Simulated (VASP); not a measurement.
# TaS2 (P-3m1) in VASP: a series of runs, part 2 of 2

VASP 6.6.1. Earlier steps stand in the parts before.

### 3 Single point, r2SCAN+U, collinear spin

Contents of POSCAR:

```
TaS2
1.0
    3.3500014000      0.0000000000      0.0000000000
   -1.6750007000      2.9011863100      0.0000000000
    0.0000000000      0.0000000000      5.8599987400
Ta S
1 2
Direct
    0.0000000000      0.0000000000      0.0000000000
    0.3333333333      0.6666666667      0.2500000000
    0.6666666667      0.3333333333      0.7500000000
```

Contents of INCAR.step1:

```
SYSTEM = TaS2
ALGO     = Normal         ! electronic algorithm
EDIFF    = 1E-5           ! SCF threshold, eV
ENCUT    = 550            ! plane-wave cutoff, eV
GGA      = PE             ! functional
GGA_COMPAT= .False.      
ISMEAR   = 0              ! smearing method
ISPIN    = 2              ! spin polarisation
LASPH    = .True.         ! aspherical terms in the spheres
LCHARG   = .False.        ! write CHGCAR
LDAU     = .True.         ! DFT+U
LDAUJ    = 0 0          
LDAUL    = 2 -1           ! shell
LDAUTYPE = 2            
LDAUU    = 3 0            ! U, eV
LMAXMIX  = 4              ! l up to which the mixer works
LREAL    = .False.        ! projectors in reciprocal space
LWAVE    = .True.         ! write WAVECAR
MAGMOM   = 0.5 -0.02 -0.02 ! initial moments
NBANDS   = 22             ! bands
NELM     = 200            ! most SCF steps
PREC     = Accurate       ! precision mode
SIGMA    = 0.05           ! smearing width, eV
```

Contents of INCAR.step2:

```
SYSTEM = TaS2
ALGO     = Normal         ! electronic algorithm
EDIFF    = 1E-6           ! SCF threshold, eV
ENCUT    = 550            ! plane-wave cutoff, eV
GGA_COMPAT= .False.      
ISIF     = 2              ! what is computed and relaxed
ISMEAR   = 0              ! smearing method
ISPIN    = 2              ! spin polarisation
ISTART   = 1            
LASPH    = .True.         ! aspherical terms in the spheres
LCHARG   = .False.        ! write CHGCAR
LDAU     = .True.         ! DFT+U
LDAUJ    = 0 0          
LDAUL    = 2 -1           ! shell
LDAUPRINT= 1            
LDAUTYPE = 2            
LDAUU    = 3 0            ! U, eV
LMAXMIX  = 4              ! l up to which the mixer works
LMIXTAU  = .True.       
LORBIT   = 11             ! projections on sites
LREAL    = .False.        ! projectors in reciprocal space
LWAVE    = .False.        ! write WAVECAR
MAGMOM   = 0.5 -0.02 -0.02 ! initial moments
METAGGA  = R2SCAN         ! meta-GGA
NBANDS   = 22             ! bands
NELM     = 200            ! most SCF steps
PREC     = Accurate       ! precision mode
SIGMA    = 0.05           ! smearing width, eV
```

Contents of KPOINTS:

```
k-points
0
Gamma
  7 7 3
  0 0 0
```

Potentials or basis: VASP PAW PBE potentials, release 64 (Ta_pv, S).

On the command line:

```
cat potpaw_PBE.64/Ta_pv/POTCAR potpaw_PBE.64/S/POTCAR > POTCAR
cp INCAR.step1 INCAR
mpirun -np 1 vasp_std > vasp.out
cp INCAR.step2 INCAR
mpirun -np 1 vasp_std > vasp.out
```

OUTCAR:

```text
SYSTEM = TaS2
   EDIFF = 1E-6
   ENCUT = 550
   ISIF = 2
   ISMEAR = 0
   ISPIN = 2
   ISTART = 1
   LASPH = .True.
   LORBIT = 11
   LREAL = .False.
   METAGGA = R2SCAN
   NELM = 200
   PREC = Accurate

 ion  position               nearest neighbor table
   1  0.000  0.000  0.000-   2 2.43   3 2.43   3 2.43   2 2.43   3 2.43   2 2.43
   2  0.333  0.667  0.250-   1 2.43   1 2.43   1 2.43
   3  0.667  0.333  0.750-   1 2.43   1 2.43   1 2.43

  LATTYP: Found a hexagonal cell.
 ALAT       =     3.3500014000
 C/A-ratio  =     1.7492526242

  Lattice vectors:

 A1 = (   3.3500014000,   0.0000000000,   0.0000000000)
 A2 = (  -1.6750007000,   2.9011863100,   0.0000000000)
 A3 = (   0.0000000000,   0.0000000000,   5.8599987400)

Analysis of symmetry for initial positions (statically):
=====================================================================
 Subroutine PRICEL returns:
 Original cell was already a primitive cell.

 Routine SETGRP: Setting up the symmetry group for a
 hexagonal supercell.

 Subroutine GETGRP returns: Found 12 space group operations
 (whereof 12 operations were pure point group operations)
 out of a pool of 24 trial point group operations.

The static configuration has the point symmetry D_3d.

Analysis of symmetry for dynamics (positions and initial velocities):
=====================================================================
 Subroutine PRICEL returns:
 Original cell was already a primitive cell.

 Routine SETGRP: Setting up the symmetry group for a
 hexagonal supercell.

 Subroutine GETGRP returns: Found 12 space group operations
 (whereof 12 operations were pure point group operations)
 out of a pool of 24 trial point group operations.

The dynamic configuration has the point symmetry D_3d.

Analysis of structural, dynamic, and magnetic symmetry:
=====================================================================
 Subroutine PRICEL returns:
 Original cell was already a primitive cell.

 Routine SETGRP: Setting up the symmetry group for a
 hexagonal supercell.

 Subroutine GETGRP returns: Found 12 space group operations
 (whereof 12 operations were pure point group operations)
 out of a pool of 24 trial point group operations.

The overall configuration has the point symmetry D_3d.

 Subroutine INISYM returns: Found 12 space group operations
 (whereof 12 operations are pure point group operations),
 and found     1 'primitive' translations

----------------------------------------------------------------------------------------

                                     Primitive cell

  volume of cell :      56.9532

  direct lattice vectors                    reciprocal lattice vectors
[... 123 lines left out ...]
 maximum number of plane-waves:      1679
 NGX is ok and might be reduce to    28
   NGX = 13   NGY = 13   NGZ = 23

atom =   1  type =  1  l = 2

 onsite density matrix

spin component  1

  0.2126 -0.0000 -0.0000 -0.0201 -0.0000
 -0.0000  0.2913  0.0000  0.0000 -0.0201
 -0.0000  0.0000  0.1859  0.0000 -0.0000
 -0.0201  0.0000  0.0000  0.2913  0.0000
 -0.0000 -0.0201 -0.0000  0.0000  0.2126

spin component  2

  0.1914 -0.0000 -0.0000 -0.0476 -0.0000
 -0.0000  0.2508  0.0000  0.0000 -0.0476
 -0.0000  0.0000  0.1666  0.0000 -0.0000
 -0.0476  0.0000  0.0000  0.2508  0.0000
 -0.0000 -0.0476 -0.0000  0.0000  0.1914

 occupancies and eigenvectors

  o =  0.1650  v =  0.0000  0.0000  0.0000  0.0000  0.0000  0.0000  0.4849  0.0000 -0.0000  0.8745      0.0000  0.0000  0.0000  0.0000  0.0000  0.0000  0.0000  0.0000  0.0000  0.0000
  o =  0.1650  v =  0.0000  0.0000  0.0000  0.0000  0.0000 -0.8745  0.0000 -0.0000 -0.4849 -0.0000      0.0000  0.0000  0.0000  0.0000  0.0000  0.0000  0.0000  0.0000  0.0000  0.0000
  o =  0.1666  v =  0.0000  0.0000  0.0000  0.0000  0.0000  0.0000 -0.0000  1.0000 -0.0000 -0.0000      0.0000  0.0000  0.0000  0.0000  0.0000  0.0000  0.0000  0.0000  0.0000  0.0000
  o =  0.1859  v =  0.0000 -0.0000 -1.0000  0.0000 -0.0000  0.0000  0.0000  0.0000  0.0000  0.0000      0.0000  0.0000  0.0000  0.0000  0.0000  0.0000  0.0000  0.0000  0.0000  0.0000
  o =  0.2078  v =  0.0000  0.2338 -0.0000 -0.0000  0.9723  0.0000  0.0000  0.0000  0.0000  0.0000      0.0000  0.0000  0.0000  0.0000  0.0000  0.0000  0.0000  0.0000  0.0000  0.0000
  o =  0.2078  v = -0.9723 -0.0000 -0.0000 -0.2338 -0.0000  0.0000  0.0000  0.0000  0.0000  0.0000      0.0000  0.0000  0.0000  0.0000  0.0000  0.0000  0.0000  0.0000  0.0000  0.0000
  o =  0.2772  v =  0.0000  0.0000  0.0000  0.0000  0.0000  0.0000 -0.8745 -0.0000  0.0000  0.4849      0.0000  0.0000  0.0000  0.0000  0.0000  0.0000  0.0000  0.0000  0.0000  0.0000
  o =  0.2772  v =  0.0000  0.0000  0.0000  0.0000  0.0000  0.4849  0.0000 -0.0000 -0.8745 -0.0000      0.0000  0.0000  0.0000  0.0000  0.0000  0.0000  0.0000  0.0000  0.0000  0.0000
  o =  0.2961  v =  0.0000 -0.9723 -0.0000  0.0000  0.2338  0.0000  0.0000  0.0000  0.0000  0.0000      0.0000  0.0000  0.0000  0.0000  0.0000  0.0000  0.0000  0.0000  0.0000  0.0000
  o =  0.2961  v =  0.2338 -0.0000 -0.0000 -0.9723 -0.0000  0.0000  0.0000  0.0000  0.0000  0.0000      0.0000  0.0000  0.0000  0.0000  0.0000  0.0000  0.0000  0.0000  0.0000  0.0000

 number of electron      22.9999999 magnetization       0.1781427

 Free energy of the ion-electron system (eV)
  ---------------------------------------------------
  ext. energy  EPLUGINS =         0.00000000
  ---------------------------------------------------
  free energy    TOTEN  =       -65.38995868 eV

  energy without entropy =      -65.38864026  energy(sigma->0) =      -65.38929947

 E-fermi :   6.0359     XC(G=0): -11.1701

 val. band max:        5.9394596633   @ k =  -0.1429   0.4286   0.3333
 cond. band min:       6.0730485946   @ k =   0.1429   0.1429   0.0000
 fundamental gap:      0.1335889314
 Fermi energy:         6.0359121921

 spin component 1

 k-point     1 :       0.0000    0.0000    0.0000
  band No.  band energies     occupation
      1     -31.5207      1.00000
      2     -31.4855      1.00000
      3     -31.4855      1.00000
      4     -10.3011      1.00000
      5      -8.1047      1.00000
      6      -1.6244      1.00000
[... 489 lines left out ...]
     21      15.3993      0.00000
     22      16.7032      0.00000
 Fermi energy:         6.0359121921

 spin component 2

 k-point     1 :       0.0000    0.0000    0.0000
  band No.  band energies     occupation
      1     -31.3912      1.00000
      2     -31.3746      1.00000
      3     -31.3746      1.00000
      4     -10.2884      1.00000
      5      -8.1134      1.00000
      6      -1.5855      1.00000
[... 489 lines left out ...]
     21      15.4465      0.00000
     22      16.7699      0.00000

------------------------ aborting loop because EDIFF is reached ----------------------------------------

  FORCE on cell =-STRESS in cart. coord.  units (eV):
  Direction    XX          YY          ZZ          XY          YZ          ZX
  --------------------------------------------------------------------------------------
  -------------------------------------------------------------------------------------
  Total        3.9709239      3.9709239      4.1921121      0.0000000      0.0000000      0.0000000
  in kB      111.7079322    111.7079318    117.9302818      0.0000000      0.0000000      0.0000000
  external PRESSURE =     113.7820486 kB  Pullay stress =       0.0000000 kB

 VOLUME and BASIS-vectors are now :
 -----------------------------------------------------------------------------
  energy-cutoff  :      550.00
  volume of cell :       56.95
      direct lattice vectors                 reciprocal lattice vectors
     3.350001400  0.000000000  0.000000000     0.298507338  0.172343292  0.000000000
    -1.675000700  2.901186310  0.000000000     0.000000000  0.344686584  0.000000000
     0.000000000  0.000000000  5.859998740     0.000000000  0.000000000  0.170648501

 POSITION                                       TOTAL-FORCE (eV/Angst)
 -----------------------------------------------------------------------------------
      0.00000      0.00000      0.00000        -0.000000      0.000000      0.000000
     -0.00000      1.93412      1.46500        -0.000000      0.000000      1.272657
      1.67500      0.96706      4.39500         0.000000     -0.000000     -1.272657
 -----------------------------------------------------------------------------------
    total drift:                               -0.000000     -0.000000     -0.000000

  FREE ENERGIE OF THE ION-ELECTRON SYSTEM (eV)
  ---------------------------------------------------
  free  energy   TOTEN  =       -65.3899586761 eV

  energy  without entropy=      -65.3886402586  energy(sigma->0) =      -65.38929947

 total charge

# of ion       s       p       d       tot
------------------------------------------
    1        0.340   6.253   2.200   8.793
    2        1.343   2.456   0.000   3.799
    3        1.343   2.456   0.000   3.799
--------------------------------------------------
tot          3.026  11.166   2.200  16.392

 magnetization (x)

# of ion       s       p       d       tot
------------------------------------------
    1        0.004   0.002   0.141   0.146
    2        0.000  -0.009   0.000  -0.009
    3        0.000  -0.009   0.000  -0.009
--------------------------------------------------
tot          0.004  -0.017   0.141   0.128
```

Wall time 4.6 min (1 thread of AMD EPYC 7R13, shared host); peak memory 0.22 GiB.

Results:

```yaml
Free_energy: -65.3900 eV
Pressure: 11.4 GPa
Largest_force: 1.273 eV/Å
Net_moment: 0.18 μB per cell
Site_moments: Ta +0.15; S -0.01 μB
Valence_electrons_inside_the_program's_atomic_spheres: Ta 8.79; S 3.80
```

Forces on the atoms (eV/Å):
```
Ta   0.000  0.000  0.000
S    0.000  0.000  1.273
S    0.000  0.000 -1.273
```

Eigenvalues of the final occupation matrices:
```
    site  spin  trace               eigenvalues
site 1 d     1   1.19  0.19 0.21 0.21 0.30 0.30
site 1 d     2   1.05  0.16 0.16 0.17 0.28 0.28
```

Caveat: the cell stands under pressure; an empty level that is flat over the whole mesh can mark a ghost state of the potentials, or a narrow d or f band; the PAW data sets were made with another functional, which shifts forces and pressure a little; spin-orbit coupling is left out, which moves the levels of the heavy elements.
